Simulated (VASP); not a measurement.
# LiHF2 (R-3m) in VASP: notebook

The runs below take LiHF2 through single point, with LDA.

Program: VASP 6.6.1. These are calculated values, not measurements. Logs are shortened: lines on timing, memory, paths and dates and some standing lists are left out, and cuts for length are marked.

## (1) The cell of the first run

The structure is trigonal, space group R-3m (No. 166). Conventional cell: a = 2.886 Å, b = 2.886 Å, c = 13.378 Å, α = 90.00°, β = 90.00°, γ = 120.00°. Li (site symmetry -3m) has 6 F at 1.97 Å within 2.6 Å. H (site symmetry -3m) has 2 F at 1.17 Å within 1.6 Å. F (site symmetry 3m) has 1 H at 1.17 Å within 1.6 Å.

## (2) Single point, LDA (strain +0.000 along x and y, +0.030 along z)

INCAR

```
PREC = Accurate
ENCUT = 520
EDIFF = 1E-7
ISMEAR = 0
SIGMA = 0.05
LREAL = False
LASPH = True
NELM = 80
ALGO = Normal
ISIF = 2
LWAVE = False
LCHARG = False
GGA = CA
NBANDS = 17
```

KPOINTS

```
Automatic mesh
0
Gamma
  9 9 9
```

POSCAR

```
LiHF2
1.0
    1.4427881604      0.8329941328      4.4594993651
   -1.4427881604      0.8329941328      4.4594993651
    0.0000000000     -1.6659882656      4.4594993651
Li H F
1 1 2
Direct
    0.0000000000      0.0000000000      0.0000000000
    0.5000000000      0.5000000000      0.5000000000
    0.4125119035      0.4125119035      0.4125119035
    0.5874880965      0.5874880965      0.5874880965
```

Potentials or basis: VASP PAW LDA potentials, release 64 (Li_sv, H, F).

Started as:

```
cat potpaw_LDA.64/Li_sv/POTCAR potpaw_LDA.64/H/POTCAR potpaw_LDA.64/F/POTCAR > POTCAR
mpirun -np 1 vasp_std > vasp.out
```

OUTCAR:

```text
PREC = Accurate
   ENCUT = 520
   EDIFF = 1E-7
   ISMEAR = 0
   LREAL = False
   LASPH = True
   NELM = 80
   ISIF = 2
   GGA = CA

 ion  position               nearest neighbor table
   1  0.000  0.000  0.000-   4 1.97   4 1.97   3 1.97   3 1.97   4 1.97   3 1.97
   2  0.500  0.500  0.500-   3 1.17   4 1.17
   3  0.413  0.413  0.413-   2 1.17   1 1.97   1 1.97   1 1.97
   4  0.587  0.587  0.587-   2 1.17   1 1.97   1 1.97   1 1.97

  LATTYP: Found a trigonal (rhomboedric) cell.
 ALAT       =     4.7605305890
 COS(alpha) =     0.8162935456

  Lattice vectors:

 A1 = (   1.4427881604,   0.8329941328,   4.4594993651)
 A2 = (  -1.4427881604,   0.8329941328,   4.4594993651)
 A3 = (   0.0000000000,  -1.6659882656,   4.4594993651)

Analysis of symmetry for initial positions (statically):
=====================================================================
 Subroutine PRICEL returns:
 Original cell was already a primitive cell.

 Routine SETGRP: Setting up the symmetry group for a
 trigonal (rhombohedral) supercell.

 Subroutine GETGRP returns: Found 12 space group operations
 (whereof 12 operations were pure point group operations)
 out of a pool of 12 trial point group operations.

The static configuration has the point symmetry D_3d.

Analysis of symmetry for dynamics (positions and initial velocities):
=====================================================================
 Subroutine PRICEL returns:
 Original cell was already a primitive cell.

 Routine SETGRP: Setting up the symmetry group for a
 trigonal (rhombohedral) supercell.

 Subroutine GETGRP returns: Found 12 space group operations
 (whereof 12 operations were pure point group operations)
 out of a pool of 12 trial point group operations.

The dynamic configuration has the point symmetry D_3d.

 Subroutine INISYM returns: Found 12 space group operations
 (whereof 12 operations are pure point group operations),
 and found     1 'primitive' translations

----------------------------------------------------------------------------------------

                                     Primitive cell

  volume of cell :      32.1575

  direct lattice vectors                    reciprocal lattice vectors
     1.442788160  0.832994133  4.459499365     0.346551222  0.200081441  0.074746806
    -1.442788160  0.832994133  4.459499365    -0.346551222  0.200081441  0.074746806
     0.000000000 -1.665988266  4.459499365     0.000000000 -0.400162883  0.074746806

  length of vectors
     4.760530589  4.760530589  4.760530589     0.407084042  0.407084042  0.407084042

  position of ions in fractional coordinates (direct lattice)
     0.000000000  0.000000000  0.000000000
     0.500000000  0.500000000  0.500000000
     0.412511903  0.412511903  0.412511903
     0.587488097  0.587488097  0.587488097

  ion indices of the primitive-cell ions
   primitive index   ion index
                 1           1
                 2           2
                 3           3
                 4           4

----------------------------------------------------------------------------------------

 KPOINTS: Automatic mesh

Automatic generation of k-mesh.
 Grid dimensions read from file:
 generate k-points for:    9    9    9

 Generating k-lattice:

  Cartesian coordinates                     Fractional coordinates (reciprocal lattice)
     0.038505691  0.022231271  0.008305201     0.111111111  0.000000000  0.000000000
    -0.038505691  0.022231271  0.008305201     0.000000000  0.111111111  0.000000000
     0.000000000 -0.044462543  0.008305201     0.000000000  0.000000000  0.111111111

  Length of vectors
     0.045231560  0.045231560  0.045231560

  Shift w.r.t. Gamma in fractional coordinates (k-lattice)
     0.000000000  0.000000000  0.000000000

 Subroutine IBZKPT returns following result:
 ===========================================

 Found     85 irreducible k-points:

 Following reciprocal coordinates:
            Coordinates               Weight
  0.000000  0.000000  0.000000      1.000000
  0.111111  0.000000  0.000000      6.000000
  0.222222  0.000000  0.000000      6.000000
  0.333333  0.000000  0.000000      6.000000
  0.444444  0.000000  0.000000      6.000000
  0.111111  0.111111  0.000000      6.000000
[... 16 lines left out ...]
 -0.333333  0.333333  0.000000      6.000000
  0.444444  0.444444  0.000000      6.000000
 [... further k-points ...]
   k-points           NKPTS =     85   k-points in BZ     NKDIM =     85   number of bands    NBANDS=     17
   number of dos      NEDOS =    301   number of ions     NIONS =      4
   total plane-waves  NPLWV =  46656
   dimension x,y,z NGX =    36 NGY =   36 NGZ =   36
   dimension x,y,z NGXF=    72 NGYF=   72 NGZF=   72
   ions per type =               1   1   2
   NGX,Y,Z   is equivalent  to a cutoff of  12.57, 12.57, 12.57 a.u.
   NGXF,Y,Z  is equivalent  to a cutoff of  25.14, 25.14, 25.14 a.u.
 SYSTEM =  unknown system
   PREC   = accura    normal or accurate (medium, high low for compatibility)
   ISTART =      0    job   : 0-new  1-cont  2-samecut
   ICHARG =      2    charge: 1-file 2-atom 10-const
   ISPIN  =      1    spin polarized calculation?
   LNONCOLLINEAR =      F non collinear calculations
   LSORBIT =      F    spin-orbit coupling
   LASPH  =      T    aspherical Exc in radial PAW
   ENCUT  =  520.0 eV  38.22 Ry    6.18 a.u.   8.85  8.85  8.85*2*pi/ulx,y,z
   NELM   =     80;   NELMIN=  2; NELMDL= -5     # of ELM steps
   EDIFF  = 0.1E-06   stopping-criterion for ELM
   LREAL  =      F    real-space projection
   EDIFFG = 0.1E-05   stopping-criterion for IOM
   NSW    =      0    number of steps for IOM
   IBRION =     -1    ionic relax: 0-MD 1-quasi-New 2-CG
   NFREE  =      0    steps in history (QN), initial steepest desc. (CG)
   ISIF   =      2    stress and relaxation
   ISYM   =      2    0-nonsym 1-usesym 2-fastsym
   POTIM  = 0.5000    time-step for ionic-motion
   TEBEG  =    0.0;   TEEND  =   0.0 temperature during run
   PSTRESS=    0.0 pullay stress
   NELECT =      18.0000    total number of electrons
   NUPDOWN=      -1.0000    fix difference up-down
   EMIN   =  10.00;   EMAX   =-10.00  energy-range for DOS
   EFERMI =   0.00;   METHOD = LEGACY
   ISMEAR =     0;   SIGMA  =   0.05  broadening in eV -4-tet -1-fermi 0-gaus
   EFERMI_NEDOS =   21; number of points for ismear=-14 and -15
   IALGO  =     38    algorithm
   IMIX   =      4    mixing-type and parameters
     AMIX     =   0.40;   BMIX     =  1.00
     AMIX_MAG =   1.60;   BMIX_MAG =  1.00
  volume/ion in A,a.u.               =       8.04        54.25
  Fermi-wavevector in a.u.,A,eV,Ry     =   1.349186  2.549591 24.766711  1.820302
  Thomas-Fermi vector in A             =   2.476793
   LORBIT       =      0    0 simple, 1 ext, 2 COOP (PROOUT), +10 PAW based schemes
   GGA     = CA    functional components
   LHFCALC =     F    Hartree Fock is set to
   AEXX    =    0.0000 exact exchange contribution
   IVDW    =     0    specifies the selected vdW correction
   LEPSILON=     F    determine dielectric tensor
   LRPA    =     F    only Hartree local field effects (RPA)
 non-spin polarized calculation
 Gauss-broadening in eV      SIGMA  =   0.05
  energy-cutoff  :      520.00
  volume of cell :       32.16
 maximum number of plane-waves:       887
   NGX = 17   NGY = 17   NGZ = 17

 number of electron      17.9999997 magnetization

 Free energy of the ion-electron system (eV)
  ---------------------------------------------------
  ext. energy  EPLUGINS =         0.00000000
  ---------------------------------------------------
  free energy    TOTEN  =       -19.79136514 eV

  energy without entropy =      -19.79136514  energy(sigma->0) =      -19.79136514

 E-fermi :  -2.5197     XC(G=0): -10.0647

 val. band max:       -2.8015928493   @ k =   0.4444   0.4444   0.4444
 cond. band min:       5.1128594310   @ k =   0.0000   0.0000   0.0000
 fundamental gap:      7.9144522803
 Fermi energy:        -2.5197095223

 k-point     1 :       0.0000    0.0000    0.0000
  band No.  band energies     occupation
      1     -42.1232      2.00000
      2     -23.4609      2.00000
      3     -22.1363      2.00000
      4      -8.5056      2.00000
      5      -3.2613      2.00000
      6      -3.1315      2.00000
[... 9 lines left out ...]
     16      21.4081      0.00000
     17      21.4081      0.00000

 k-point     2 :       0.1111    0.0000    0.0000
  band No.  band energies     occupation
      1     -42.1181      2.00000
      2     -23.4179      2.00000
      3     -22.1112      2.00000
      4      -8.4388      2.00000
      5      -3.5241      2.00000
      6      -3.2980      2.00000
[... 9 lines left out ...]
     16      18.9029      0.00000
     17      21.3873      0.00000

 k-point     3 :       0.2222    0.0000    0.0000
  band No.  band energies     occupation
      1     -42.1054      2.00000
      2     -23.3058      2.00000
      3     -22.0487      2.00000
      4      -8.2680      2.00000
      5      -4.2596      2.00000
      6      -3.6894      2.00000
[... 9 lines left out ...]
     16      17.2606      0.00000
     17      21.1785      0.00000

 k-point     4 :       0.3333    0.0000    0.0000
  band No.  band energies     occupation
      1     -42.0908      2.00000
      2     -23.1719      2.00000
      3     -21.9782      2.00000
      4      -8.0745      2.00000
      5      -4.9710      2.00000
      6      -4.1863      2.00000
[... 9 lines left out ...]
     16      17.1098      0.00000
     17      20.1188      0.00000
[... 343 lines left out ...]
      1     -42.0773      2.00000
      2     -22.9387      2.00000
      3     -22.0436      2.00000
      4      -7.5317      2.00000
      5      -5.2779      2.00000
      6      -4.3716      2.00000
[... 9 lines left out ...]
     16      16.6992      0.00000
     17      20.3355      0.00000

 k-point    23 :      -0.3333    0.3333    0.0000
  band No.  band energies     occupation
      1     -42.0748      2.00000
      2     -22.9487      2.00000
      3     -21.9871      2.00000
      4      -7.6349      2.00000
      5      -5.0098      2.00000
      6      -4.7233      2.00000
[... 9 lines left out ...]
     16      16.6420      0.00000
     17      20.9613      0.00000

 k-point    24 :       0.4444    0.4444    0.0000
  band No.  band energies     occupation
      1     -42.0814      2.00000
      2     -22.9387      2.00000
      3     -22.1148      2.00000
      4      -7.4170      2.00000
      5      -5.5352      2.00000
      6      -4.5316      2.00000
[... 9 lines left out ...]
     16      16.7607      0.00000
     17      20.6731      0.00000

 [... further k-points ...]

------------------------ aborting loop because EDIFF is reached ----------------------------------------

  FORCE on cell =-STRESS in cart. coord.  units (eV):
  Direction    XX          YY          ZZ          XY          YZ          ZX
  --------------------------------------------------------------------------------------
  -------------------------------------------------------------------------------------
  Total       -0.2063652     -0.2063652     -2.2597418      0.0000000      0.0000000      0.0000000
  in kB      -10.2817038    -10.2817038   -112.5868171      0.0000000      0.0000000      0.0000000
  external PRESSURE =     -44.3834083 kB  Pullay stress =       0.0000000 kB

 VOLUME and BASIS-vectors are now :
 -----------------------------------------------------------------------------
  energy-cutoff  :      520.00
  volume of cell :       32.16
      direct lattice vectors                 reciprocal lattice vectors
     1.442788160  0.832994133  4.459499365     0.346551222  0.200081441  0.074746806
    -1.442788160  0.832994133  4.459499365    -0.346551222  0.200081441  0.074746806
     0.000000000 -1.665988266  4.459499365     0.000000000 -0.400162883  0.074746806

 POSITION                                       TOTAL-FORCE (eV/Angst)
 -----------------------------------------------------------------------------------
      0.00000      0.00000      0.00000         0.000000     -0.000000     -0.000000
      0.00000      0.00000      6.68925         0.000000     -0.000000      0.000000
      0.00000      0.00000      5.51879         0.000000      0.000000      0.574754
      0.00000      0.00000      7.85971         0.000000      0.000000     -0.574754
 -----------------------------------------------------------------------------------
    total drift:                               -0.000000      0.000000     -0.000000

  FREE ENERGIE OF THE ION-ELECTRON SYSTEM (eV)
  ---------------------------------------------------
  free  energy   TOTEN  =       -19.7913651355 eV

  energy  without entropy=      -19.7913651355  energy(sigma->0) =      -19.79136514
```

It took 44 s on 1 thread of Intel Xeon Platinum 8488C (Sapphire Rapids), shared host; peak memory 0.18 GiB.

What came out:

```
Free energy            : -19.7914 eV
Largest force          : 0.575 eV/Å
Band gap on the k mesh : 7.91 eV, indirect (least direct gap 8.10 eV)
```

Forces on the atoms (eV/Å):
```
Li   0.000  0.000  0.000
H    0.000  0.000  0.000
F    0.000  0.000  0.575
F    0.000  0.000 -0.575
```

Levels at points of the mesh, in eV from the valence-band top:
```csv
k point,band 5,band 6,band 7,band 8,band 9,band 10,band 11,band 12,band 13,band 14
"(0.00, 0.00, 0.00)",-0.46,-0.33,-0.33,-0.19,-0.19,7.91,12.76,16.40,17.96,20.26
```

Caveat: the cell differs from its parent crystal (strain +0.000 along x and y, +0.030 along z); the cutoff is under 1.25 times the usual one of these potentials, so pressure, stress and relaxed cells hold a basis-set (Pulay) error. A k mesh can miss the band edges.

## (3) Single point, LDA (strain +0.015 along x and y, +0.000 along z)

INCAR

```
SYSTEM = LiHF2
ALGO = Normal ; EDIFF = 1E-6
ENCUT = 520 ; ISIF = 2
ISMEAR = 0 ; LASPH = .TRUE.
LCHARG = .FALSE. ; LREAL = .FALSE.
LWAVE = .FALSE. ; NBANDS = 17
NELM = 100 ; PREC = Accurate
SIGMA = 0.05
```

KPOINTS

```
k-points
0
G
  9 9 9
  0 0 0
```

POSCAR

```
LiHF2
1.0
    1.4644299828      0.8454890448      4.3296110341
   -1.4644299828      0.8454890448      4.3296110341
    0.0000000000     -1.6909780896      4.3296110341
Li H F
1 1 2
Direct
    0.0000000000      0.0000000000      0.0000000000
    0.5000000000      0.5000000000      0.5000000000
    0.4125119035      0.4125119035      0.4125119035
    0.5874880965      0.5874880965      0.5874880965
```

Potentials or basis: VASP PAW LDA potentials, release 64 (Li_sv, H, F).

Started as:

```
cat potpaw_LDA.64/Li_sv/POTCAR potpaw_LDA.64/H/POTCAR potpaw_LDA.64/F/POTCAR > POTCAR
mpirun -np 1 vasp_std > vasp.out
```

It took 40 s on 1 thread of Intel Xeon Platinum 8488C (Sapphire Rapids), shared host; peak memory 0.18 GiB.

The run converged. Its results:

```yaml
Free_energy: -19.8150 eV
Largest_force: 0.164 eV/Å
Band_gap_on_the_k_mesh: 8.09 eV, indirect (least direct gap 8.32 eV)
```

Forces in eV/Å, atoms in the order of the input:
```
Li   0.000  0.000  0.000
H    0.000  0.000  0.000
F    0.000  0.000 -0.164
F    0.000  0.000  0.164
```

Levels at points of the mesh, in eV from the valence-band top:
```tsv
k point	band 6	band 7	band 8	band 9	band 10	band 11	band 12	band 13
(0.00, 0.00, 0.00)	-0.41	-0.27	-0.22	-0.22	8.09	12.82	17.10	18.60
```

Caveat: the cell differs from its parent crystal (strain +0.015 along x and y, +0.000 along z); the cutoff is under 1.25 times the usual one of these potentials, so pressure, stress and relaxed cells hold a basis-set (Pulay) error. A k mesh can miss the band edges.
